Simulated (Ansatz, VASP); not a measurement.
This is a calculation of KF for Ansatz 0.2.0.

File input.yaml:

```yaml
crystal:
  lattice:
    - [0.0, 2.6357394923, 2.6357394923]
    - [2.6357394923, 0.0, 2.6357394923]
    - [2.6357394923, 2.6357394923, 0.0]
  atoms:
    - { symbol: K, position: [0.0, 0.0, 0.0] }
    - { symbol: F, position: [0.5, 0.5, 0.5] }
kpoints:
  mp_grid: { grid: [9, 9, 9] }
scf:
  occupations: { method: fermi_dirac, width: 0.05 }
hamiltonian:
  xc: pbesol
  pseudopotentials: { kind: all_electron, lapw: { basis_error: 0.001 } }
output:
  forces: true
  stress: true
  eigenvalues: true
```

Potentials or basis: all-electron LAPW, scalar-relativistic.

Run with:

```bash
$ ansatz run input.yaml --threads 1 --pin off --max-ram 3072MiB --backend cpu --events-out ev --progress --plain --runs-dir out
```

Question: Translate it to VASP 6.6.1. Potentials there: VASP PAW PBE potentials, release 64 (K_sv, F).

Answer: As run (the cutoff follows the program's own potentials):

The input INCAR:

```
  ALGO = Normal
  EDIFF = 1E-6
  ENCUT = 520
  GGA = PS
  ISIF = 2
  ISMEAR = -1
  LASPH = True
  LCHARG = False
  LREAL = False
  LWAVE = False
  NBANDS = 15
  NELM = 80
  PREC = Accurate
  SIGMA = 0.05
```

File KPOINTS:

```
k-points
0
Gamma
  9 9 9
```

POSCAR

```
KF
1.0
    0.0000000000      2.6357394923      2.6357394923
    2.6357394923      0.0000000000      2.6357394923
    2.6357394923      2.6357394923      0.0000000000
K F
1 1
Direct
    0.0000000000      0.0000000000      0.0000000000
    0.5000000000      0.5000000000      0.5000000000
```

Potentials or basis: VASP PAW PBE potentials, release 64 (K_sv, F).

Command:

```bash
$ cat potpaw_PBE.64/K_sv/POTCAR potpaw_PBE.64/F/POTCAR > POTCAR
$ mpirun -np 1 vasp_std > vasp.out
```

Both were run:

|  | VASP | Ansatz | Ansatz less VASP |
| --- | --- | --- | --- |
| gap on the k mesh at the Fermi level (eV) | 6.24 | 6.25 | +0.012 |
| least direct gap on the mesh (eV) | 6.24 | 6.25 | +0.012 |
| pressure (GPa) | 0.8 | 0.7 | -0.08 |

VASP's potentials were made for PBE, not for PBEsol. Ansatz ran all-electron here, and VASP with PAW potentials.
